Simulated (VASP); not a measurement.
A run of VASP 6.6.1 is set up as follows.

INCAR

```
SYSTEM = PbSe
  PREC = Accurate
  ENCUT = 500
  EDIFF = 1E-6
  ISMEAR = 0
  SIGMA = 0.01
  LREAL = .False.
  LASPH = .True.
  NELM = 120
  ALGO = Normal
  ISIF = 2
  LWAVE = .False.
  LCHARG = .False.
  GGA = PS
  NBANDS = 94
  GGA_COMPAT = .False.
```

KPOINTS

```
Automatic mesh
0
Gamma
  2 2 2
  0 0 0
```

File POSCAR:

```
PbSe
1.0
    8.8297799200      0.0000000000      0.0000000000
   -0.0206220400      8.8297558400      0.0000000000
   -2.2022894700     -2.2074389600     12.0007990000
Pb Se
8 8
Direct
    0.4000950000      0.4072730000      0.6176240000
    0.0963480000      0.0965800000      0.3815570000
    0.4000950000      0.9072730000      0.6176240000
    0.0963480000      0.5965800000      0.3815570000
    0.9000950000      0.4072730000      0.6176240000
    0.5963480000      0.0965800000      0.3815570000
    0.9000950000      0.9072730000      0.6176240000
    0.5963480000      0.5965800000      0.3815570000
    0.1500525000      0.1578670000      0.6220350000
    0.3384270000      0.3563340000      0.3768060000
    0.1500525000      0.6578670000      0.6220350000
    0.3384270000      0.8563340000      0.3768060000
    0.6500525000      0.1578670000      0.6220350000
    0.8384270000      0.3563340000      0.3768060000
    0.6500525000      0.6578670000      0.6220350000
    0.8384270000      0.8563340000      0.3768060000
```

Potentials or basis: VASP PAW PBE potentials, release 64 (Pb_d, Se).

Command:

```sh
$ cat potpaw_PBE.64/Pb_d/POTCAR potpaw_PBE.64/Se/POTCAR > POTCAR
$ mpirun -np 1 vasp_std > vasp.out
```

**Question.** Estimate the band gap on the k mesh.

**Answer.** 1.51 eV.

**Question.** What does it give for the largest force?

**Answer.** 0.488 eV/Å.

Forces in eV/Å, atoms in the order of the input:
```
Pb   0.018 -0.005 -0.488
Pb  -0.007 -0.008  0.467
Pb   0.018 -0.005 -0.488
Pb  -0.007 -0.008  0.467
Pb   0.018 -0.005 -0.488
Pb  -0.007 -0.008  0.467
Pb   0.018 -0.005 -0.488
Pb  -0.007 -0.008  0.467
Se  -0.005  0.078 -0.417
Se  -0.006 -0.065  0.437
Se  -0.005  0.078 -0.417
Se  -0.006 -0.065  0.437
Se  -0.005  0.078 -0.417
Se  -0.006 -0.065  0.437
Se  -0.005  0.078 -0.417
Se  -0.006 -0.065  0.437
```

Caveat: there is no dipole correction, which matters where the two faces differ; the PAW data sets were made with another functional, which shifts forces and pressure a little; spin-orbit coupling is left out, which moves the levels of the heavy elements.
